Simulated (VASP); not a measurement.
# Mg in VASP: a series of runs, part 2 of 2

VASP 6.6.1.

## 5. Single point, PBE

This run uses another cell than the first one, of 12.79 Å³/atom, 0.993 times its volume.

INCAR

```
PREC     = Accurate       # precision mode
ENCUT    = 520            # plane-wave cutoff, eV
EDIFF    = 1E-6           # SCF threshold, eV
ISMEAR   = -1             # smearing method
SIGMA    = 0.1            # smearing width, eV
LREAL    = F              # projectors in reciprocal space
LASPH    = T              # aspherical terms in the spheres
NELM     = 100            # most SCF steps
ALGO     = Normal         # electronic algorithm
ISIF     = 2              # what is computed and relaxed
LWAVE    = F              # write WAVECAR
LCHARG   = T              # write CHGCAR
GGA      = PE             # functional
LELF     = T              # ELF
LVHAR    = T            
NBANDS   = 7              # bands
```

KPOINTS

```
Automatic mesh
0
Gamma
  16 16 16
```

POSCAR

```
Mg
1.0
   -1.4715783333      1.4715783333      1.4765000000
    1.4715783333     -1.4715783333      1.4765000000
    1.4715783333      1.4715783333     -1.4765000000
Mg
1
Direct
    0.0000000000      0.0000000000      0.0000000000
```

Potentials or basis: VASP PAW PBE potentials, release 64 (Mg).

Launch:

```bash
> cat potpaw_PBE.64/Mg/POTCAR > POTCAR
> mpirun -np 1 vasp_std > vasp.out
```

OUTCAR:

```text
PREC = Accurate
   ENCUT = 520
   EDIFF = 1E-6
   ISMEAR = -1
   LREAL = F
   LASPH = T
   NELM = 100
   ISIF = 2
   GGA = PE

 ion  position               nearest neighbor table
   1  0.000  0.000  0.000-

  LATTYP: Found a body centered tetragonal cell.
 ALAT       =     2.9431566666
 C/A-ratio  =     1.0033444816

  Lattice vectors:

 A1 = (  -1.4715783333,   1.4715783333,   1.4765000000)
 A2 = (   1.4715783333,  -1.4715783333,   1.4765000000)
 A3 = (   1.4715783333,   1.4715783333,  -1.4765000000)

Analysis of symmetry for initial positions (statically):
=====================================================================
 Subroutine PRICEL returns:
 Original cell was already a primitive cell.

 Routine SETGRP: Setting up the symmetry group for a
 body centered tetragonal supercell.

 Subroutine GETGRP returns: Found 16 space group operations
 (whereof 16 operations were pure point group operations)
 out of a pool of 16 trial point group operations.

The static configuration has the point symmetry D_4h.

Analysis of symmetry for dynamics (positions and initial velocities):
=====================================================================
 Subroutine PRICEL returns:
 Original cell was already a primitive cell.

 Routine SETGRP: Setting up the symmetry group for a
 body centered tetragonal supercell.

 Subroutine GETGRP returns: Found 16 space group operations
 (whereof 16 operations were pure point group operations)
 out of a pool of 16 trial point group operations.

The dynamic configuration has the point symmetry D_4h.

 Subroutine INISYM returns: Found 16 space group operations
 (whereof 16 operations are pure point group operations),
 and found     1 'primitive' translations

----------------------------------------------------------------------------------------

                                     Primitive cell
[... 106 lines left out ...]
   IALGO  =     38    algorithm
   IMIX   =      4    mixing-type and parameters
     AMIX     =   0.40;   BMIX     =  1.00
     AMIX_MAG =   1.60;   BMIX_MAG =  1.00
  volume/ion in A,a.u.               =      12.79        86.31
  Fermi-wavevector in a.u.,A,eV,Ry     =   0.881992  1.666724 10.584112  0.777910
  Thomas-Fermi vector in A             =   2.002563
   LORBIT       =      0    0 simple, 1 ext, 2 COOP (PROOUT), +10 PAW based schemes
   GGA     = PE    functional components
   LHFCALC =     F    Hartree Fock is set to
   AEXX    =    0.0000 exact exchange contribution
   IVDW    =     0    specifies the selected vdW correction
   LEPSILON=     F    determine dielectric tensor
   LRPA    =     F    only Hartree local field effects (RPA)
 non-spin polarized calculation
  energy-cutoff  :      520.00
  volume of cell :       12.79
 maximum number of plane-waves:       370
   NGX =  9   NGY =  9   NGZ =  9

 number of electron       2.0000000 magnetization

 Free energy of the ion-electron system (eV)
  ---------------------------------------------------
  ext. energy  EPLUGINS =         0.00000000
  ---------------------------------------------------
  free energy    TOTEN  =        -0.22044244 eV

  energy without entropy =       -0.21110311  energy(sigma->0) =       -0.21577277

 E-fermi :   6.6206     XC(G=0): -10.5208

 val. band max:        6.5862421849   @ k =   0.3750   0.3750   0.1250
 cond. band min:       6.6568355881   @ k =   0.3750   0.1875   0.0625
 fundamental gap:      0.0705934033
 Fermi energy:         6.6206067310

 k-point     1 :       0.0000    0.0000    0.0000
  band No.  band energies     occupation
      1      -3.2503      2.00000
      2      24.1163      0.00000
      3      24.1163      0.00000
      4      24.2148      0.00000
      5      26.8320      0.00000
      6      26.9406      0.00000
      7      28.6028      0.00000
[... 221 lines left out ...]
 k-point    24 :      -0.0625    0.0625    0.0000
  band No.  band energies     occupation
      1      -3.1131      2.00000
      2      22.9154      0.00000
      3      23.3706      0.00000
      4      23.9595      0.00000
      5      25.8853      0.00000
      6      25.9830      0.00000
      7      29.5925      0.00000

 [... further k-points ...]

------------------------ aborting loop because EDIFF is reached ----------------------------------------

  FORCE on cell =-STRESS in cart. coord.  units (eV):
  Direction    XX          YY          ZZ          XY          YZ          ZX
  --------------------------------------------------------------------------------------
  -------------------------------------------------------------------------------------
  Total        5.1990566      5.1990566      5.1787435      0.0000000      0.0000000      0.0000000
  in kB      651.2907619    651.2907619    648.7461173      0.0000000      0.0000000      0.0000000
  external PRESSURE =     650.4425470 kB  Pullay stress =       0.0000000 kB

 VOLUME and BASIS-vectors are now :
 -----------------------------------------------------------------------------
  energy-cutoff  :      520.00
  volume of cell :       12.79
      direct lattice vectors                 reciprocal lattice vectors
    -1.471578333  1.471578333  1.476500000     0.000000000  0.339771243  0.338638673
     1.471578333 -1.471578333  1.476500000     0.339771243  0.000000000  0.338638673
     1.471578333  1.471578333 -1.476500000     0.339771243  0.339771243  0.000000000

 POSITION                                       TOTAL-FORCE (eV/Angst)
 -----------------------------------------------------------------------------------
      0.00000      0.00000      0.00000        -0.000000      0.000000     -0.000000
 -----------------------------------------------------------------------------------
    total drift:                                0.000000     -0.000000      0.000000

  FREE ENERGIE OF THE ION-ELECTRON SYSTEM (eV)
  ---------------------------------------------------
  free  energy   TOTEN  =        -0.2204424365 eV

  energy  without entropy=       -0.2111031099  energy(sigma->0) =       -0.21577277
```

OSZICAR:

```text
N       E                     dE             d eps       ncg     rms          rms(c)
DAV:   1     0.784066670646E+00    0.78407E+00   -0.90321E+02  5460   0.203E+02
DAV:   2    -0.255536397522E+00   -0.10396E+01   -0.98994E+00  6986   0.149E+01
DAV:   3    -0.258087097387E+00   -0.25507E-02   -0.25497E-02  5733   0.851E-01
DAV:   4    -0.258089837913E+00   -0.27405E-05   -0.27403E-05  7091   0.207E-02
DAV:   5    -0.258089845193E+00   -0.72799E-08   -0.71863E-08  5852   0.659E-04    0.775E-01
DAV:   6    -0.235188856025E+00    0.22901E-01   -0.39898E-04  5852   0.129E-01    0.495E-01
DAV:   7    -0.220618804241E+00    0.14570E-01   -0.76956E-04  5516   0.197E-01    0.199E-02
DAV:   8    -0.220457047097E+00    0.16176E-03   -0.22899E-05  5978   0.290E-02    0.591E-03
DAV:   9    -0.220442206634E+00    0.14840E-04   -0.49072E-06  5698   0.128E-02    0.767E-04
DAV:  10    -0.220442436518E+00   -0.22988E-06   -0.72505E-08  2989   0.165E-03
   1 F= -.22044244E+00 E0= -.21577277E+00  d E =-.933933E-02
```

stdout:

```text
POSCAR found type information on POSCAR Mg
 POSCAR found :  1 types and       1 ions
 scaLAPACK will be used
 LDA part: xc-table for (Slater+PW92), standard interpolation
 POSCAR, INCAR and KPOINTS ok, starting setup
 FFT: planning ... GRIDC
 FFT: planning ... GRID_SOFT
 FFT: planning ... GRID
 WAVECAR not read
 entering main loop
```

It took 12 s on 1 thread of AMD EPYC 9R45 (Zen 5), shared host; peak memory 0.12 GiB.

What came out:

```
Free energy            : -0.2204 eV
Pressure               : 65.0 GPa
Band gap on the k mesh : zero (band 1 reaches 10.50 eV, above the bottom of band 2 at 5.70 eV)
```

## 6. Overview

```csv
cell,gap on the mesh (eV),pressure (GPa)
"a = 2.557 Å, angles 109.5°, 1 atom",none,63.5
"a = 2.540 Å, angles 109.7, 109.7, 108.9°, 1 atom",none,68.3
"a = 2.546 Å, angles 109.7, 109.7, 109.1°, 1 atom",none,66.7
"a = 2.552 Å, angles 109.6, 109.6, 109.3°, 1 atom",none,65.0
```

Alike in all rows: task single point; level PBE; potentials or basis VASP PAW PBE potentials, release 64 (Mg); no spin polarisation; k mesh 16 × 16 × 16; cutoff (eV) 520; smearing fermi-dirac 0.1 eV.

Absolute energies hang on the potentials; compare differences alone.
